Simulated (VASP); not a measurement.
# Au (Fm-3m) in VASP: single point with PBE+D3(BJ)

Aim: the single point of Au with PBE+D3(BJ).

Everything below comes from runs of VASP 6.6.1. Logs are shortened: lines on timing, memory, paths and dates and some standing lists are left out, and cuts for length are marked.

### 1 The cell of the first run

The structure is cubic, space group Fm-3m (No. 225). Conventional cell: a = 4.103 Å, b = 4.103 Å, c = 4.103 Å, α = 90.00°, β = 90.00°, γ = 90.00°. Au (site symmetry m-3m) has 12 Au at 2.90 Å within 3.8 Å.

### 2 Single point, PBE+D3(BJ)

Input file INCAR:

```
SYSTEM = Au
PREC = Accurate
ENCUT = 520
EDIFF = 1E-6
ISMEAR = 0
SIGMA = 0.1
LREAL = .False.
LASPH = .True.
NELM = 80
ALGO = Normal
ISIF = 2
LWAVE = .False.
LCHARG = .False.
GGA = PE
IVDW = 12
NBANDS = 12
```

Input file KPOINTS:

```
Automatic mesh
0
Gamma
  18 18 18
  0 0 0
```

Input file POSCAR:

```
Au
1.0
    0.0000000000      2.0516042073      2.0516042073
    2.0516042073      0.0000000000      2.0516042073
    2.0516042073      2.0516042073      0.0000000000
Au
1
Direct
    0.0000000000      0.0000000000      0.0000000000
```

Potentials or basis: VASP PAW PBE potentials, release 64 (Au).

On the command line:

```
$ cat potpaw_PBE.64/Au/POTCAR > POTCAR
$ mpirun -np 1 vasp_std > vasp.out
```

OUTCAR:

```text
SYSTEM = Au
   PREC = Accurate
   ENCUT = 520
   EDIFF = 1E-6
   ISMEAR = 0
   LREAL = .False.
   LASPH = .True.
   NELM = 80
   ISIF = 2
   GGA = PE
   IVDW = 12
 IVDW          = 12

 ion  position               nearest neighbor table
   1  0.000  0.000  0.000-

  LATTYP: Found a face centered cubic cell.
 ALAT       =     4.1032084146

  Lattice vectors:

 A1 = (   0.0000000000,   2.0516042073,   2.0516042073)
 A2 = (   2.0516042073,   0.0000000000,   2.0516042073)
 A3 = (   2.0516042073,   2.0516042073,   0.0000000000)

Analysis of symmetry for initial positions (statically):
=====================================================================
 Subroutine PRICEL returns:
 Original cell was already a primitive cell.

 Routine SETGRP: Setting up the symmetry group for a
 face centered cubic supercell.

 Subroutine GETGRP returns: Found 48 space group operations
 (whereof 48 operations were pure point group operations)
 out of a pool of 48 trial point group operations.

The static configuration has the point symmetry O_h .

Analysis of symmetry for dynamics (positions and initial velocities):
=====================================================================
 Subroutine PRICEL returns:
 Original cell was already a primitive cell.

 Routine SETGRP: Setting up the symmetry group for a
 face centered cubic supercell.

 Subroutine GETGRP returns: Found 48 space group operations
 (whereof 48 operations were pure point group operations)
 out of a pool of 48 trial point group operations.

The dynamic configuration has the point symmetry O_h .

 Subroutine INISYM returns: Found 48 space group operations
 (whereof 48 operations are pure point group operations),
 and found     1 'primitive' translations

----------------------------------------------------------------------------------------

                                     Primitive cell

  volume of cell :      17.2707

  direct lattice vectors                    reciprocal lattice vectors
     0.000000000  2.051604207  2.051604207    -0.243711725  0.243711725  0.243711725
     2.051604207  0.000000000  2.051604207     0.243711725 -0.243711725  0.243711725
     2.051604207  2.051604207  0.000000000     0.243711725  0.243711725 -0.243711725

  length of vectors
     2.901406495  2.901406495  2.901406495     0.422121090  0.422121090  0.422121090

  position of ions in fractional coordinates (direct lattice)
     0.000000000  0.000000000  0.000000000

  ion indices of the primitive-cell ions
   primitive index   ion index
                 1           1

----------------------------------------------------------------------------------------

 KPOINTS: Automatic mesh

Automatic generation of k-mesh.
 Grid dimensions read from file:
 generate k-points for:   18   18   18

 Generating k-lattice:

  Cartesian coordinates                     Fractional coordinates (reciprocal lattice)
    -0.013539540  0.013539540  0.013539540     0.055555556  0.000000000  0.000000000
     0.013539540 -0.013539540  0.013539540     0.000000000  0.055555556  0.000000000
     0.013539540  0.013539540 -0.013539540     0.000000000  0.000000000  0.055555556

  Length of vectors
     0.023451172  0.023451172  0.023451172

  Shift w.r.t. Gamma in fractional coordinates (k-lattice)
     0.000000000  0.000000000  0.000000000

 Subroutine IBZKPT returns following result:
 ===========================================

 Found    195 irreducible k-points:

 Following reciprocal coordinates:
            Coordinates               Weight
  0.000000  0.000000  0.000000      1.000000
  0.055556  0.000000  0.000000      8.000000
  0.111111  0.000000  0.000000      8.000000
  0.166667  0.000000  0.000000      8.000000
  0.222222  0.000000  0.000000      8.000000
  0.277778  0.000000  0.000000      8.000000
[... 16 lines left out ...]
 -0.277778  0.055556  0.000000     24.000000
 -0.222222  0.055556  0.000000     24.000000
 [... further k-points ...]
   k-points           NKPTS =    195   k-points in BZ     NKDIM =    195   number of bands    NBANDS=     12
   number of dos      NEDOS =    301   number of ions     NIONS =      1
   total plane-waves  NPLWV =  13824
   dimension x,y,z NGX =    24 NGY =   24 NGZ =   24
   dimension x,y,z NGXF=    48 NGYF=   48 NGZF=   48
   ions per type =               1
   NGX,Y,Z   is equivalent  to a cutoff of  13.75, 13.75, 13.75 a.u.
   NGXF,Y,Z  is equivalent  to a cutoff of  27.50, 27.50, 27.50 a.u.
 SYSTEM =  Au
   PREC   = accura    normal or accurate (medium, high low for compatibility)
   ISTART =      0    job   : 0-new  1-cont  2-samecut
   ICHARG =      2    charge: 1-file 2-atom 10-const
   ISPIN  =      1    spin polarized calculation?
   LNONCOLLINEAR =      F non collinear calculations
   LSORBIT =      F    spin-orbit coupling
   LASPH  =      T    aspherical Exc in radial PAW
   ENCUT  =  520.0 eV  38.22 Ry    6.18 a.u.   5.39  5.39  5.39*2*pi/ulx,y,z
   NELM   =     80;   NELMIN=  2; NELMDL= -5     # of ELM steps
   EDIFF  = 0.1E-05   stopping-criterion for ELM
   LREAL  =      F    real-space projection
   EDIFFG = 0.1E-04   stopping-criterion for IOM
   NSW    =      0    number of steps for IOM
   IBRION =     -1    ionic relax: 0-MD 1-quasi-New 2-CG
   NFREE  =      0    steps in history (QN), initial steepest desc. (CG)
   ISIF   =      2    stress and relaxation
   ISYM   =      2    0-nonsym 1-usesym 2-fastsym
   POTIM  = 0.5000    time-step for ionic-motion
   TEBEG  =    0.0;   TEEND  =   0.0 temperature during run
   PSTRESS=    0.0 pullay stress
   NELECT =      11.0000    total number of electrons
   NUPDOWN=      -1.0000    fix difference up-down
   EMIN   =  10.00;   EMAX   =-10.00  energy-range for DOS
   EFERMI =   0.00;   METHOD = LEGACY
   ISMEAR =     0;   SIGMA  =   0.10  broadening in eV -4-tet -1-fermi 0-gaus
   EFERMI_NEDOS =   21; number of points for ismear=-14 and -15
   IALGO  =     38    algorithm
   IMIX   =      4    mixing-type and parameters
     AMIX     =   0.40;   BMIX     =  1.00
     AMIX_MAG =   1.60;   BMIX_MAG =  1.00
  volume/ion in A,a.u.               =      17.27       116.55
  Fermi-wavevector in a.u.,A,eV,Ry     =   1.408539  2.661752 26.993708  1.983982
  Thomas-Fermi vector in A             =   2.530686
   LORBIT       =      0    0 simple, 1 ext, 2 COOP (PROOUT), +10 PAW based schemes
   GGA     = PE    functional components
   LHFCALC =     F    Hartree Fock is set to
   AEXX    =    0.0000 exact exchange contribution
   IVDW    =    12    specifies the selected vdW correction
   LEPSILON=     F    determine dielectric tensor
   LRPA    =     F    only Hartree local field effects (RPA)
 non-spin polarized calculation
 Gauss-broadening in eV      SIGMA  =   0.10
  energy-cutoff  :      520.00
  volume of cell :       17.27
 maximum number of plane-waves:       483
 NGX is ok and might be reduce to    24
   NGX = 11   NGY = 11   NGZ = 11

 number of electron      11.0000001 magnetization

 Free energy of the ion-electron system (eV)
  ---------------------------------------------------
  ext. energy  EPLUGINS =         0.00000000
  ---------------------------------------------------
  free energy    TOTEN  =        -3.20979568 eV

  energy without entropy =       -3.20846581  energy(sigma->0) =       -3.20913075

 E-fermi :   9.2258     XC(G=0): -12.6368

 val. band max:        9.2219883428   @ k =   0.5000   0.2778   0.1111
 cond. band min:       9.2351884790   @ k =   0.5000   0.1667   0.0556
 fundamental gap:      0.0132001362
 Fermi energy:         9.2258362006

 k-point     1 :       0.0000    0.0000    0.0000
  band No.  band energies     occupation
      1      -0.4618      2.00000
      2       4.6334      2.00000
      3       4.6334      2.00000
      4       4.6334      2.00000
      5       6.1129      2.00000
      6       6.1129      2.00000
      7      23.7931      0.00000
      8      27.7165      0.00000
      9      27.7165      0.00000
     10      27.7165      0.00000
     11      32.5774      0.00000
     12      37.0715      0.00000

 k-point     2 :       0.0556    0.0000    0.0000
  band No.  band energies     occupation
      1      -0.3552      2.00000
      2       4.5987      2.00000
      3       4.6700      2.00000
      4       4.6700      2.00000
      5       6.0962      2.00000
      6       6.0962      2.00000
      7      23.9176      0.00000
      8      27.0026      0.00000
      9      27.8413      0.00000
     10      27.8413      0.00000
     11      33.1784      0.00000
     12      35.7481      0.00000

 k-point     3 :       0.1111    0.0000    0.0000
  band No.  band energies     occupation
      1      -0.0436      2.00000
      2       4.5109      2.00000
      3       4.7657      2.00000
      4       4.7657      2.00000
      5       6.0622      2.00000
      6       6.0622      2.00000
      7      24.1910      0.00000
      8      25.5325      0.00000
      9      28.1931      0.00000
     10      28.1931      0.00000
     11      32.8856      0.00000
     12      35.1199      0.00000
[... 286 lines left out ...]
 k-point    23 :      -0.2778    0.0556    0.0000
  band No.  band energies     occupation
      1       1.8044      2.00000
      2       4.6808      2.00000
      3       4.8901      2.00000
      4       4.8962      2.00000
      5       6.2989      2.00000
      6       6.8189      2.00000
      7      18.5661      0.00000
      8      24.4556      0.00000
      9      27.0621      0.00000
     10      29.6469      0.00000
     11      30.7466      0.00000
     12      32.2069      0.00000

 k-point    24 :      -0.2222    0.0556    0.0000
  band No.  band energies     occupation
      1       1.3149      2.00000
      2       4.3776      2.00000
      3       4.9325      2.00000
      4       4.9685      2.00000
      5       6.0225      2.00000
      6       6.4932      2.00000
      7      20.7537      0.00000
      8      24.8364      0.00000
      9      27.6673      0.00000
     10      29.9774      0.00000
     11      30.5171      0.00000
     12      31.9715      0.00000

 [... further k-points ...]

------------------------ aborting loop because EDIFF is reached ----------------------------------------

 Edisp (eV)   -0.65634

 E8    (eV) :    -0.2950

  FORCE on cell =-STRESS in cart. coord.  units (eV):
  Direction    XX          YY          ZZ          XY          YZ          ZX
  --------------------------------------------------------------------------------------
  -------------------------------------------------------------------------------------
  Total      -0.03178    -0.03178    -0.03178     0.00000    -0.00000     0.00000
  in kB      -2.94794    -2.94794    -2.94794     0.00000    -0.00000     0.00000
  external pressure =       -2.95 kB  Pullay stress =        0.00 kB

 VOLUME and BASIS-vectors are now :
 -----------------------------------------------------------------------------
  energy-cutoff  :      520.00
  volume of cell :       17.27
      direct lattice vectors                 reciprocal lattice vectors
     0.000000000  2.051604207  2.051604207    -0.243711725  0.243711725  0.243711725
     2.051604207  0.000000000  2.051604207     0.243711725 -0.243711725  0.243711725
     2.051604207  2.051604207  0.000000000     0.243711725  0.243711725 -0.243711725

 POSITION                                       TOTAL-FORCE (eV/Angst)
 -----------------------------------------------------------------------------------
      0.00000      0.00000      0.00000        -0.000000      0.000000     -0.000000
 -----------------------------------------------------------------------------------
    total drift:                               -0.000000      0.000000     -0.000000

  FREE ENERGIE OF THE ION-ELECTRON SYSTEM (eV)
  ---------------------------------------------------
  free  energy   TOTEN  =        -3.8661345831 eV

  energy  without entropy=       -3.8648047162  energy(sigma->0) =       -3.86546965
```

Wall time 33 s (1 thread of Intel Xeon 8259CL, shared host); peak memory 0.18 GiB.

What came out:

| Item | Value |
| --- | --- |
| Free energy | -3.8661 eV |
| Pressure | -0.3 GPa |
| Band gap on the k mesh | zero (an odd number of electrons rules out a gap without spin polarisation) |
| Dispersion energy per atom | -0.656 eV |

Caveat: spin-orbit coupling is left out, which moves the levels of the heavy elements.
